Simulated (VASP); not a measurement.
# CrRuC4N4 (P4/mmm) in VASP: single point with PBE

Aim: the single point of CrRuC4N4 with PBE.

Everything below comes from runs of VASP 6.6.1. Logs are shortened: lines on timing, memory, paths and dates and some standing lists are left out, and cuts for length are marked.

**1. The cell of the first run**

Symmetry: P4/mmm, No. 123, tetragonal system. The conventional cell has a = 7.296 Å, b = 7.296 Å, c = 3.134 Å, α = 90.00°, β = 90.00°, γ = 90.00°. Within 2.7 Å of Cr (site symmetry 4/mmm) lie 4 C at 2.02 Å. Within 2.6 Å of Ru (site symmetry 4/mmm) lie 4 N at 1.97 Å. Within 1.6 Å of C (site symmetry m2m) lie 1 N at 1.17 Å. N (site symmetry m2m) has 1 C at 1.17 Å within 1.6 Å.

**2. Single point, PBE, collinear spin, ferromagnetic start**

Contents of INCAR:

```
  ALGO = Normal
  EDIFF = 1E-7
  ENCUT = 520
  GGA = PE
  ISIF = 2
  ISMEAR = 0
  ISPIN = 2
  LASPH = True
  LCHARG = False
  LMAXMIX = 4
  LORBIT = 11
  LREAL = False
  LWAVE = False
  MAGMOM = 3 1 0 0 0 0 0 0 0 0
  NBANDS = 46
  NELM = 150
  PREC = Accurate
  SIGMA = 0.1
```

Contents of KPOINTS:

```
k-points
0
Gamma
  4 4 6
```

Contents of POSCAR:

```
CrRuC4N4
1.0
    7.2961383080      0.0000000000      0.0000000000
    0.0000000000      7.2961383080      0.0000000000
    0.0000000000      0.0000000000      3.1344785484
Cr Ru C N
1 1 4 4
Direct
    0.0000000000      0.0000000000      0.0000000000
    0.5000000000      0.5000000000      0.0000000000
    0.1955590647      0.8044409353      0.0000000000
    0.8044409353      0.1955590647      0.0000000000
    0.1955590647      0.1955590647      0.0000000000
    0.8044409353      0.8044409353      0.0000000000
    0.3092564062      0.6907435938      0.0000000000
    0.6907435938      0.3092564062      0.0000000000
    0.3092564062      0.3092564062      0.0000000000
    0.6907435938      0.6907435938      0.0000000000
```

Potentials or basis: VASP PAW PBE potentials, release 64 (Cr_pv, Ru_pv, C, N).

Launch:

```bash
> cat potpaw_PBE.64/Cr_pv/POTCAR potpaw_PBE.64/Ru_pv/POTCAR potpaw_PBE.64/C/POTCAR potpaw_PBE.64/N/POTCAR > POTCAR
> mpirun -np 1 vasp_std > vasp.out
```

OUTCAR:

```text
EDIFF = 1E-7
   ENCUT = 520
   GGA = PE
   ISIF = 2
   ISMEAR = 0
   ISPIN = 2
   LASPH = True
   LORBIT = 11
   LREAL = False
   NELM = 150
   PREC = Accurate

 ion  position               nearest neighbor table
   1  0.000  0.000  0.000-   3 2.02   4 2.02   5 2.02   6 2.02
   2  0.500  0.500  0.000-   7 1.97   8 1.97   9 1.97  10 1.97
   3  0.196  0.804  0.000-   7 1.17   1 2.02
   4  0.804  0.196  0.000-   8 1.17   1 2.02
   5  0.196  0.196  0.000-   9 1.17   1 2.02
   6  0.804  0.804  0.000-  10 1.17   1 2.02
   7  0.309  0.691  0.000-   3 1.17   2 1.97
   8  0.691  0.309  0.000-   4 1.17   2 1.97
   9  0.309  0.309  0.000-   5 1.17   2 1.97
  10  0.691  0.691  0.000-   6 1.17   2 1.97

  LATTYP: Found a simple tetragonal cell.
 ALAT       =     7.2961383080
 C/A-ratio  =     0.4296078852

  Lattice vectors:

 A1 = (   7.2961383080,   0.0000000000,   0.0000000000)
 A2 = (   0.0000000000,   7.2961383080,   0.0000000000)
 A3 = (   0.0000000000,   0.0000000000,   3.1344785484)

Analysis of symmetry for initial positions (statically):
=====================================================================
 Subroutine PRICEL returns:
 Original cell was already a primitive cell.

 Routine SETGRP: Setting up the symmetry group for a
 simple tetragonal supercell.

 Subroutine GETGRP returns: Found 16 space group operations
 (whereof 16 operations were pure point group operations)
 out of a pool of 16 trial point group operations.

The static configuration has the point symmetry D_4h.

Analysis of symmetry for dynamics (positions and initial velocities):
=====================================================================
 Subroutine PRICEL returns:
 Original cell was already a primitive cell.

 Routine SETGRP: Setting up the symmetry group for a
 simple tetragonal supercell.

 Subroutine GETGRP returns: Found 16 space group operations
 (whereof 16 operations were pure point group operations)
 out of a pool of 16 trial point group operations.

The dynamic configuration has the point symmetry D_4h.

Analysis of structural, dynamic, and magnetic symmetry:
=====================================================================
 Subroutine PRICEL returns:
 Original cell was already a primitive cell.

 Routine SETGRP: Setting up the symmetry group for a
 simple tetragonal supercell.
[... 164 lines left out ...]
  free energy    TOTEN  =       -84.28746175 eV

  energy without entropy =      -84.27019454  energy(sigma->0) =      -84.27882815

 E-fermi :   0.6682     XC(G=0):  -8.2976

 val. band max:        0.6576724931   @ k =   0.5000   0.0000   0.1667
 cond. band min:       0.6733401564   @ k =   0.2500   0.2500   0.5000
 fundamental gap:      0.0156676632
 Fermi energy:         0.6682114967

 spin component 1

 k-point     1 :       0.0000    0.0000    0.0000
  band No.  band energies     occupation
      1     -43.6965      1.00000
      2     -43.4988      1.00000
      3     -43.4987      1.00000
      4     -41.8740      1.00000
      5     -41.8740      1.00000
      6     -41.3316      1.00000
[... 1093 lines left out ...]
     42       5.5719      0.00000
     43       5.8672      0.00000
 Fermi energy:         0.6682114967

 spin component 2

 k-point     1 :       0.0000    0.0000    0.0000
  band No.  band energies     occupation
      1     -42.4974      1.00000
      2     -42.4974      1.00000
      3     -42.2739      1.00000
      4     -40.6332      1.00000
      5     -40.6332      1.00000
      6     -40.2350      1.00000
[... 1093 lines left out ...]
     42       5.9761      0.00000
     43       6.5750      0.00000
 [bands above 43 left out]

------------------------ aborting loop because EDIFF is reached ----------------------------------------

  FORCE on cell =-STRESS in cart. coord.  units (eV):
  Direction    XX          YY          ZZ          XY          YZ          ZX
  --------------------------------------------------------------------------------------
  -------------------------------------------------------------------------------------
  Total        0.6574265      0.6574265     -0.1438950      0.0000000      0.0000000      0.0000000
  in kB        6.3125721      6.3125721     -1.3816716      0.0000000      0.0000000      0.0000000
  external PRESSURE =       3.7478242 kB  Pullay stress =       0.0000000 kB

 VOLUME and BASIS-vectors are now :
 -----------------------------------------------------------------------------
  energy-cutoff  :      520.00
  volume of cell :      166.86
      direct lattice vectors                 reciprocal lattice vectors
     7.296138308  0.000000000  0.000000000     0.137058805  0.000000000  0.000000000
     0.000000000  7.296138308  0.000000000     0.000000000  0.137058805  0.000000000
     0.000000000  0.000000000  3.134478548     0.000000000  0.000000000  0.319032332

 POSITION                                       TOTAL-FORCE (eV/Angst)
 -----------------------------------------------------------------------------------
      0.00000      0.00000      0.00000        -0.000000     -0.000000      0.000000
      3.64807      3.64807      0.00000        -0.000000     -0.000000      0.000000
      1.42683      5.86931      0.00000        -0.241399      0.241399      0.000000
      5.86931      1.42683      0.00000         0.241399     -0.241399     -0.000000
      1.42683      1.42683      0.00000        -0.241399     -0.241399      0.000000
      5.86931      5.86931      0.00000         0.241399      0.241399     -0.000000
      2.25638      5.03976      0.00000         0.253016     -0.253016     -0.000000
      5.03976      2.25638      0.00000        -0.253016      0.253016      0.000000
      2.25638      2.25638      0.00000         0.253016      0.253016      0.000000
      5.03976      5.03976      0.00000        -0.253016     -0.253016      0.000000
 -----------------------------------------------------------------------------------
    total drift:                                0.000000      0.000000      0.000000

  FREE ENERGIE OF THE ION-ELECTRON SYSTEM (eV)
  ---------------------------------------------------
  free  energy   TOTEN  =       -84.2874617547 eV

  energy  without entropy=      -84.2701945447  energy(sigma->0) =      -84.27882815

 total charge

# of ion       s       p       d       tot
------------------------------------------
    1        0.324   6.370   4.052  10.746
    2        0.348   6.308   5.854  12.510
    3        0.955   1.633   0.000   2.589
    4        0.955   1.633   0.000   2.589
    5        0.955   1.633   0.000   2.589
    6        0.955   1.633   0.000   2.589
    7        1.297   2.603   0.000   3.900
    8        1.297   2.603   0.000   3.900
    9        1.297   2.603   0.000   3.900
   10        1.297   2.603   0.000   3.900
--------------------------------------------------
tot          9.682  29.623   9.906  49.212

 magnetization (x)

# of ion       s       p       d       tot
------------------------------------------
    1        0.048   0.048   2.972   3.067
    2       -0.019  -0.014  -0.938  -0.972
    3       -0.015  -0.064   0.000  -0.079
    4       -0.015  -0.064   0.000  -0.079
    5       -0.015  -0.064   0.000  -0.079
    6       -0.015  -0.064   0.000  -0.079
    7        0.003   0.067   0.000   0.071
    8        0.003   0.067   0.000   0.071
    9        0.003   0.067   0.000   0.071
   10        0.003   0.067   0.000   0.071
--------------------------------------------------
tot         -0.017   0.047   2.034   2.064
```

It took 7.7 min on 1 thread of Intel Xeon Platinum 8488C (Sapphire Rapids), shared host; peak memory 0.48 GiB.

What came out:

```
Free energy                                           : -84.2875 eV
Pressure                                              : 0.4 GPa
Largest force                                         : 0.358 eV/Å
Net moment                                            : 2.33 μB per cell
Site moments                                          : Cr +3.07; Ru -0.97; C -0.08; N +0.07 μB
Valence electrons inside the program's atomic spheres : Cr 10.75; Ru 12.51; C 2.59; N 3.90
```

Forces on the atoms (eV/Å):
```
Cr   0.000  0.000  0.000
Ru   0.000  0.000  0.000
C   -0.241  0.241  0.000
C    0.241 -0.241  0.000
C   -0.241 -0.241  0.000
C    0.241  0.241  0.000
N    0.253 -0.253  0.000
N   -0.253  0.253  0.000
N    0.253  0.253  0.000
N   -0.253 -0.253  0.000
```

Stress tensor (GPa, compression positive):
```
 0.63  0.00  0.00
 0.00  0.63  0.00
 0.00  0.00 -0.14
```

Caveat: a cell with one magnetic atom can't hold antiferromagnetic order, which such compounds often take. With open d or f shells a metallic result of PBE can be an artefact of self-interaction; +U or a hybrid may open a gap.
